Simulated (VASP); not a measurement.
# PbS in VASP: settings compared

Aim: see how the results for PbS move with the level of theory and the settings. Levels: PBE, r2SCAN. Tasks: single point.

Everything below comes from runs of VASP 6.6.1. Logs are shortened: lines on timing, memory, paths and dates and some standing lists are left out, and cuts for length are marked.

**1. The cell of the first run**

Symmetry: I4/mmm, No. 139, tetragonal system. The conventional cell has a = 4.007 Å, b = 4.007 Å, c = 5.974 Å, α = 90.00°, β = 90.00°, γ = 90.00°. Within 3.7 Å of Pb (site symmetry 4/mmm) lie 6 S at 2.83 to 2.99 Å. Within 3.7 Å of S (site symmetry 4/mmm) lie 6 Pb at 2.83 to 2.99 Å.

**2. Single point, PBE (biaxial xy strain -5.2%)**

INCAR

```
PREC = Accurate ; ENCUT = 520
EDIFF = 1E-6 ; ISMEAR = -1
SIGMA = 0.02 ; LREAL = F
LASPH = T ; NELM = 100
ALGO = Normal ; ISIF = 2
LWAVE = F ; LCHARG = F
GGA = PE ; NBANDS = 17
```

KPOINTS

```
Automatic mesh
0
Gamma
  8 8 8
```

POSCAR

```
PbS
1.0
    0.0000000000      2.8333902315      2.9872327164
    2.8333902315      0.0000000000      2.9872327164
    2.8333902315      2.8333902315      0.0000000000
Pb S
1 1
Direct
    0.0000000000      0.0000000000      0.0000000000
    0.5000000000      0.5000000000      0.5000000000
```

Potentials or basis: VASP PAW PBE potentials, release 64 (Pb_d, S).

Started as:

```
> cat potpaw_PBE.64/Pb_d/POTCAR potpaw_PBE.64/S/POTCAR > POTCAR
> mpirun -np 1 vasp_std > vasp.out
```

OUTCAR:

```text
PREC = Accurate
   ENCUT = 520
   EDIFF = 1E-6
   ISMEAR = -1
   LREAL = F
   LASPH = T
   NELM = 100
   ISIF = 2
   GGA = PE

 ion  position               nearest neighbor table
   1  0.000  0.000  0.000-   2 2.83   2 2.83   2 2.83   2 2.83   2 2.99   2 2.99
   2  0.500  0.500  0.500-   1 2.83   1 2.83   1 2.83   1 2.83   1 2.99   1 2.99

  LATTYP: Found a body centered tetragonal cell.
 ALAT       =     4.0070188929
 C/A-ratio  =     1.4910000658

  Lattice vectors:

 A1 = (  -2.8333902315,   0.0000000000,   2.9872327164)
 A2 = (   2.8333902315,   0.0000000000,   2.9872327164)
 A3 = (   0.0000000000,   2.8333902315,  -2.9872327164)

Analysis of symmetry for initial positions (statically):
=====================================================================
 Subroutine PRICEL returns:
 Original cell was already a primitive cell.

 Routine SETGRP: Setting up the symmetry group for a
 body centered tetragonal supercell.

 Subroutine GETGRP returns: Found 16 space group operations
 (whereof 16 operations were pure point group operations)
 out of a pool of 16 trial point group operations.

The static configuration has the point symmetry D_4h.

Analysis of symmetry for dynamics (positions and initial velocities):
=====================================================================
 Subroutine PRICEL returns:
 Original cell was already a primitive cell.

 Routine SETGRP: Setting up the symmetry group for a
 body centered tetragonal supercell.

 Subroutine GETGRP returns: Found 16 space group operations
 (whereof 16 operations were pure point group operations)
 out of a pool of 16 trial point group operations.

The dynamic configuration has the point symmetry D_4h.

 Subroutine INISYM returns: Found 16 space group operations
 (whereof 16 operations are pure point group operations),
 and found     1 'primitive' translations

----------------------------------------------------------------------------------------

                                     Primitive cell

  volume of cell :      47.9636

  direct lattice vectors                    reciprocal lattice vectors
     0.000000000  2.833390232  2.987232716    -0.176467044  0.176467044  0.167378992
     2.833390232  0.000000000  2.987232716     0.176467044 -0.176467044  0.167378992
     2.833390232  2.833390232  0.000000000     0.176467044  0.176467044 -0.167378992
[... 74 lines left out ...]
 SYSTEM =  unknown system
   PREC   = accura    normal or accurate (medium, high low for compatibility)
   ISTART =      0    job   : 0-new  1-cont  2-samecut
   ICHARG =      2    charge: 1-file 2-atom 10-const
   ISPIN  =      1    spin polarized calculation?
   LNONCOLLINEAR =      F non collinear calculations
   LSORBIT =      F    spin-orbit coupling
   LASPH  =      T    aspherical Exc in radial PAW
   ENCUT  =  520.0 eV  38.22 Ry    6.18 a.u.   7.66  7.66  7.45*2*pi/ulx,y,z
   NELM   =    100;   NELMIN=  2; NELMDL= -5     # of ELM steps
   EDIFF  = 0.1E-05   stopping-criterion for ELM
   LREAL  =      F    real-space projection
   EDIFFG = 0.1E-04   stopping-criterion for IOM
   NSW    =      0    number of steps for IOM
   IBRION =     -1    ionic relax: 0-MD 1-quasi-New 2-CG
   NFREE  =      0    steps in history (QN), initial steepest desc. (CG)
   ISIF   =      2    stress and relaxation
   ISYM   =      2    0-nonsym 1-usesym 2-fastsym
   POTIM  = 0.5000    time-step for ionic-motion
   TEBEG  =    0.0;   TEEND  =   0.0 temperature during run
   PSTRESS=    0.0 pullay stress
   NELECT =      20.0000    total number of electrons
   NUPDOWN=      -1.0000    fix difference up-down
   EMIN   =  10.00;   EMAX   =-10.00  energy-range for DOS
   EFERMI =   0.00;   METHOD = LEGACY
   ISMEAR =    -1;   SIGMA  =   0.02  broadening in eV -4-tet -1-fermi 0-gaus
   EFERMI_NEDOS =   21; number of points for ismear=-14 and -15
   IALGO  =     38    algorithm
   IMIX   =      4    mixing-type and parameters
     AMIX     =   0.40;   BMIX     =  1.00
     AMIX_MAG =   1.60;   BMIX_MAG =  1.00
  volume/ion in A,a.u.               =      23.98       161.84
  Fermi-wavevector in a.u.,A,eV,Ry     =   1.223059  2.311247 20.352605  1.495874
  Thomas-Fermi vector in A             =   2.358184
   LORBIT       =      0    0 simple, 1 ext, 2 COOP (PROOUT), +10 PAW based schemes
   GGA     = PE    functional components
   LHFCALC =     F    Hartree Fock is set to
   AEXX    =    0.0000 exact exchange contribution
   IVDW    =     0    specifies the selected vdW correction
   LEPSILON=     F    determine dielectric tensor
   LRPA    =     F    only Hartree local field effects (RPA)
 non-spin polarized calculation
  energy-cutoff  :      520.00
  volume of cell :       47.96
 maximum number of plane-waves:      1309
   NGX = 15   NGY = 15   NGZ = 15

 number of electron      20.0000000 magnetization

 Free energy of the ion-electron system (eV)
  ---------------------------------------------------
  ext. energy  EPLUGINS =         0.00000000
  ---------------------------------------------------
  free energy    TOTEN  =        -8.57252172 eV

  energy without entropy =       -8.57225637  energy(sigma->0) =       -8.57238905

 E-fermi :   7.1195     XC(G=0): -10.0836

 val. band max:        7.0850014720   @ k =   0.5000  -0.0000   0.0000
 cond. band min:       7.1540508524   @ k =   0.5000  -0.0000   0.0000
 fundamental gap:      0.0690493804
 Fermi energy:         7.1195261621

 k-point     1 :       0.0000    0.0000    0.0000
  band No.  band energies     occupation
      1     -10.0236      2.00000
      2     -10.0112      2.00000
      3     -10.0112      2.00000
      4     -10.0079      2.00000
      5      -9.9813      2.00000
      6      -7.4366      2.00000
[... 457 lines left out ...]
      4      -9.9733      2.00000
      5      -9.9434      2.00000
      6      -6.3258      2.00000
[... 9 lines left out ...]
     16      16.7007      0.00000
     17      18.6035      0.00000

 [... further k-points ...]
[... 5 lines left out ...]
  --------------------------------------------------------------------------------------
  -------------------------------------------------------------------------------------
  Total        3.5065914      3.5065914      0.8033043      0.0000000      0.0000000      0.0000000
  in kB      117.1342529    117.1342529     26.8335944      0.0000000      0.0000000      0.0000000
  external PRESSURE =      87.0340334 kB  Pullay stress =       0.0000000 kB

 VOLUME and BASIS-vectors are now :
 -----------------------------------------------------------------------------
  energy-cutoff  :      520.00
  volume of cell :       47.96
      direct lattice vectors                 reciprocal lattice vectors
     0.000000000  2.833390232  2.987232716    -0.176467044  0.176467044  0.167378992
     2.833390232  0.000000000  2.987232716     0.176467044 -0.176467044  0.167378992
     2.833390232  2.833390232  0.000000000     0.176467044  0.176467044 -0.167378992

 POSITION                                       TOTAL-FORCE (eV/Angst)
 -----------------------------------------------------------------------------------
      0.00000      0.00000      0.00000         0.000000      0.000000     -0.000000
      2.83339      2.83339      2.98723        -0.000000      0.000000      0.000000
 -----------------------------------------------------------------------------------
    total drift:                                0.000000     -0.000000     -0.000000

  FREE ENERGIE OF THE ION-ELECTRON SYSTEM (eV)
  ---------------------------------------------------
  free  energy   TOTEN  =        -8.5725217212 eV

  energy  without entropy=       -8.5722563709  energy(sigma->0) =       -8.57238905
```

Wall time 89 s (1 thread of AMD EPYC 7R13, shared host); peak memory 0.17 GiB.

What came out:

```
Free energy            : -8.5725 eV
Pressure               : 8.7 GPa
Band gap on the k mesh : 0.07 eV, direct
```

Levels at points of the mesh, in eV from the valence-band top:
```csv
k point,band 7,band 8,band 9,band 10,band 11,band 12,band 13,band 14
"(0.00, 0.00, 0.00)",-5.95,-2.88,-2.88,-2.46,4.55,5.81,5.81,6.19
"(0.50, 0.00, 0.00)",-9.51,-2.34,-2.18,0.00,0.07,1.52,1.83,8.64
"(0.50, 0.50, 0.00)",-7.20,-6.01,-4.06,-4.06,3.52,5.35,6.14,6.14
"(0.50, 0.00, 0.50)",-7.54,-6.11,-4.46,-3.89,3.30,5.21,5.96,6.43
```

Caveat: the cell differs from its parent crystal (biaxial xy strain -5.2%); spin-orbit coupling is left out, which moves the levels of the heavy elements. A k mesh can miss the band edges.

**3. Single point, r2SCAN (biaxial xy strain -5.2%)**

POSCAR is that of step 2.

INCAR.step1

```
SYSTEM = PbS
PREC = Accurate ; ENCUT = 520
ISMEAR = -1 ; SIGMA = 0.02
LREAL = .False. ; LASPH = .True.
NELM = 100 ; NBANDS = 17
GGA = PE ; ALGO = Normal
EDIFF = 1E-4 ; LWAVE = .True.
LCHARG = .False.
```

INCAR.step2

```
SYSTEM = PbS
PREC = Accurate ; ENCUT = 520
EDIFF = 1E-7 ; ISMEAR = -1
SIGMA = 0.02 ; LREAL = .False.
LASPH = .True. ; NELM = 100
ALGO = Normal ; ISIF = 2
LWAVE = .False. ; LCHARG = .False.
METAGGA = R2SCAN ; LMIXTAU = .True.
NBANDS = 17 ; ISTART = 1
```

KPOINTS

```
regular mesh
0
Gamma
  8 8 8
  0 0 0
```

Potentials or basis: VASP PAW PBE potentials, release 64 (Pb_d, S).

Started as:

```
> cat potpaw_PBE.64/Pb_d/POTCAR potpaw_PBE.64/S/POTCAR > POTCAR
> cp INCAR.step1 INCAR
> mpirun -np 1 vasp_std > vasp.out
> cp INCAR.step2 INCAR
> mpirun -np 1 vasp_std > vasp.out
```

It took 7.3 min on 1 thread of AMD EPYC 7R13, shared host; peak memory 0.18 GiB.

It converged, with:

| Item | Value |
| --- | --- |
| Free energy | -65.4421 eV |
| Pressure | 8.2 GPa |
| Band gap on the k mesh | 0.16 eV, direct |

Stress tensor (GPa, compression positive):
```
11.39  0.00  0.00
 0.00 11.39  0.00
 0.00  0.00  1.87
```

Levels at points of the mesh, in eV from the valence-band top:
| k point | band 6 | band 7 | band 8 | band 9 | band 10 | band 11 | band 12 | band 13 | band 14 | band 15 |
| --- | --- | --- | --- | --- | --- | --- | --- | --- | --- | --- |
| (0.00, 0.00, 0.00) | -15.27 | -6.10 | -3.16 | -3.16 | -2.73 | 4.77 | 6.08 | 6.08 | 6.49 | 6.81 |
| (0.50, 0.00, 0.00) | -13.80 | -9.91 | -2.61 | -2.44 | 0.00 | 0.16 | 1.63 | 1.93 | 9.07 | 10.09 |
| (0.50, 0.50, 0.00) | -13.39 | -7.46 | -6.32 | -4.36 | -4.36 | 3.72 | 5.69 | 6.47 | 6.47 | 11.63 |
| (0.50, 0.00, 0.50) | -13.01 | -7.82 | -6.43 | -4.77 | -4.18 | 3.48 | 5.49 | 6.33 | 6.79 | 11.27 |

Caveat: the cell differs from its parent crystal (biaxial xy strain -5.2%); the PAW data sets were made with another functional, which shifts forces and pressure a little; spin-orbit coupling is left out, which moves the levels of the heavy elements. A k mesh can miss the band edges.

**4. Single point, PBE (shear xy strain +2.2%)**

INCAR

```
SYSTEM = PbS
  PREC = Accurate
  ENCUT = 520
  EDIFF = 1E-7
  ISMEAR = -1
  SIGMA = 0.02
  LREAL = .False.
  LASPH = .True.
  NELM = 60
  ALGO = Normal
  ISIF = 2
  LWAVE = .False.
  LCHARG = .False.
  GGA = PE
  NBANDS = 17
```

KPOINTS

```
Automatic mesh
0
Gamma
  8 8 8
  0 0 0
```

POSCAR

```
PbS
1.0
    0.0324114750      2.9872327164      2.9872327164
    2.9872327164      0.0324114750      2.9872327164
    3.0196441913      3.0196441913     -0.0000000001
Pb S
1 1
Direct
    0.0000000000      0.0000000000      0.0000000000
    0.5000000000      0.5000000000      0.5000000000
```

Started as:

```
> cat potpaw_PBE.64/Pb_d/POTCAR potpaw_PBE.64/S/POTCAR > POTCAR
> mpirun -np 1 vasp_std > vasp.out
```

Run time: 2.4 min. Hardware: 1 thread of AMD EPYC 7R13, shared host; peak memory 0.2 GiB.

It converged, with:

| Quantity | Value |
| --- | --- |
| Free energy | -8.7657 eV |
| Pressure | 0.9 GPa |
| Band gap on the k mesh | 0.34 eV, indirect (least direct gap 0.42 eV) |

Stress tensor (GPa, compression positive):
```
 0.87 -0.43  0.00
-0.43  0.87  0.00
 0.00  0.00  0.86
```

Levels at points of the mesh, in eV from the valence-band top:
| k point | band 6 | band 7 | band 8 | band 9 | band 10 | band 11 | band 12 | band 13 | band 14 | band 15 |
| --- | --- | --- | --- | --- | --- | --- | --- | --- | --- | --- |
| (0.00, 0.00, 0.00) | -13.42 | -6.10 | -2.16 | -2.08 | -2.00 | 5.13 | 5.13 | 5.14 | 6.63 | 6.77 |
| (0.50, 0.00, 0.00) | -12.22 | -8.70 | -1.76 | -1.71 | -0.08 | 0.34 | 1.90 | 1.97 | 8.63 | 10.06 |
| (0.50, 0.50, 0.00) | -11.84 | -7.19 | -5.03 | -3.42 | -3.22 | 3.95 | 5.48 | 5.58 | 5.59 | 11.14 |
| (0.00, 0.00, 0.50) | -12.25 | -8.78 | -1.71 | -1.66 | 0.00 | 0.45 | 2.02 | 2.09 | 8.61 | 9.91 |
| (0.50, 0.00, 0.50) | -11.84 | -7.19 | -5.03 | -3.32 | -3.32 | 3.94 | 5.39 | 5.58 | 5.67 | 11.12 |

Caveat: the cell differs from its parent crystal (shear xy strain +2.2%); spin-orbit coupling is left out, which moves the levels of the heavy elements. A k mesh can miss the band edges.

**5. Single point, r2SCAN (shear xy strain +2.2%)**

POSCAR is that of step 4.

INCAR.step1

```
PREC = Accurate
ENCUT = 520
ISMEAR = 0
SIGMA = 0.01
LREAL = F
LASPH = T
NELM = 100
NBANDS = 17
GGA = PE
ALGO = Normal
EDIFF = 1E-4
LWAVE = T
LCHARG = F
```

INCAR.step2

```
PREC = Accurate
ENCUT = 520
EDIFF = 1E-6
ISMEAR = 0
SIGMA = 0.01
LREAL = F
LASPH = T
NELM = 100
ALGO = Normal
ISIF = 2
LWAVE = F
LCHARG = F
METAGGA = R2SCAN
LMIXTAU = T
NBANDS = 17
ISTART = 1
```

KPOINTS

```
Automatic mesh
0
Gamma
  8 8 8
```

Started as:

```
> cat potpaw_PBE.64/Pb_d/POTCAR potpaw_PBE.64/S/POTCAR > POTCAR
> cp INCAR.step1 INCAR
> mpirun -np 1 vasp_std > vasp.out
> cp INCAR.step2 INCAR
> mpirun -np 1 vasp_std > vasp.out
```

Run time: 8.4 min. Hardware: 1 thread of AMD EPYC 7R13, shared host; peak memory 0.21 GiB.

It converged, with:

| Quantity | Value |
| --- | --- |
| Free energy | -65.6106 eV |
| Pressure | 0.0 GPa |
| Band gap on the k mesh | 0.59 eV, indirect (least direct gap 0.68 eV) |

Stress tensor (GPa, compression positive):
```
-0.02 -0.45  0.00
-0.45 -0.02  0.00
 0.00  0.00 -0.04
```

Levels at points of the mesh, in eV from the valence-band top:
```csv
k point,band 6,band 7,band 8,band 9,band 10,band 11,band 12,band 13,band 14,band 15
"(0.00, 0.00, 0.00)",-14.04,-6.17,-2.32,-2.24,-2.16,5.46,5.46,5.49,7.03,7.17
"(0.50, 0.00, 0.00)",-12.83,-8.97,-1.90,-1.86,-0.09,0.59,2.12,2.18,9.12,10.55
"(0.50, 0.50, 0.00)",-12.41,-7.36,-5.22,-3.59,-3.39,4.22,5.91,5.97,6.00,11.67
"(0.00, 0.00, 0.50)",-12.85,-9.05,-1.85,-1.81,0.00,0.71,2.24,2.30,9.10,10.40
"(0.50, 0.00, 0.50)",-12.41,-7.35,-5.22,-3.49,-3.49,4.22,5.79,5.98,6.08,11.64
```

Caveat: the cell differs from its parent crystal (shear xy strain +2.2%); the PAW data sets were made with another functional, which shifts forces and pressure a little; spin-orbit coupling is left out, which moves the levels of the heavy elements. A k mesh can miss the band edges.

**6. Summary**

| level | cell | smearing | gap on the mesh (eV) | pressure (GPa) |
| --- | --- | --- | --- | --- |
| PBE | a = 4.117, b = 4.117, c = 4.007 Å, angles 60.9, 60.9, 58.2°, 2 atoms | fermi-dirac 0.02 eV | 0.07 | 8.7 |
| r2SCAN | a = 4.117, b = 4.117, c = 4.007 Å, angles 60.9, 60.9, 58.2°, 2 atoms | fermi-dirac 0.02 eV | 0.16 | 8.2 |
| PBE | a = 4.225, b = 4.225, c = 4.270 Å, angles 59.6, 59.6, 59.3°, 2 atoms | fermi-dirac 0.02 eV | 0.34 | 0.9 |
| r2SCAN | a = 4.225, b = 4.225, c = 4.270 Å, angles 59.6, 59.6, 59.3°, 2 atoms | gaussian 0.01 eV | 0.59 | 0.0 |

Alike in all rows: task single point; potentials or basis VASP PAW PBE potentials, release 64 (Pb_d, S); no spin polarisation; k mesh 8 × 8 × 8; cutoff (eV) 520.

Caveats: spin-orbit coupling is left out, which moves the levels of the heavy elements; the PAW data sets were made with another functional, which shifts forces and pressure a little (some runs).

Absolute energies hang on the potentials; compare differences alone.
